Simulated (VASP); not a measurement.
AlNi: single point with PBE

AlNi:

```
Al Ni
1.0
     2.89308    0.00000    0.03616
     0.00000    2.89308    0.00000
     0.03616    0.00000    2.89308
Al Ni
1 1
Direct
  0.00000 0.00000 0.00000
  0.50000 0.50000 0.50000
```

This cell differs from its parent crystal: strain +0.0250 x Voigt [0, 0, 0, 0, 1, 0].

| Quantity | Value |
| --- | --- |
| Program | VASP 6.6.1 |
| Task | single point |
| Functional | PBE |
| Potentials or basis | VASP PAW PBE potentials, release 64 (Al, Ni) |
| Cutoff | 520 eV |
| k mesh | 20 × 20 × 20 |
| Occupations | gaussian, width 0.15 eV |
| Spin | no spin polarisation |

The pressure is -0.1 GPa and the band gap on the k mesh is zero (an odd number of electrons rules out a gap without spin polarisation).

Stress tensor (GPa, compression positive):
```
-0.10  0.00 -2.89
 0.00 -0.06  0.00
-2.89  0.00 -0.10
```

Levels at points of the mesh, in eV from the Fermi level:
```tsv
k point	band 5	band 6	band 7	band 8	band 9	band 10
(0.00, 0.00, 0.00)	-1.52	-1.48	5.37	5.45	5.54	8.09
(0.50, 0.00, 0.00)	-2.20	-1.43	-0.63	8.23	9.96	9.99
(0.00, 0.50, 0.00)	-2.16	-1.43	-0.64	8.27	9.89	10.05
(0.50, 0.50, 0.00)	-2.04	-2.03	-0.99	1.46	2.41	12.08
(0.50, 0.00, 0.50)	-2.05	-2.02	-1.00	1.44	2.45	12.12
(0.50, 0.50, 0.50)	-0.97	1.85	1.98	2.19	3.63	4.25
```

Wall time 120 s on 1 thread of Intel(R) Xeon(R) 6975P-C (Granite Rapids), with other jobs on the host, peak memory 0.51 GiB.

Caveat: the cell differs from its parent crystal (strain +0.0250 x Voigt [0, 0, 0, 0, 1, 0]). Spin polarisation is off, so any magnetic state and its effect on volume and gap are missing.
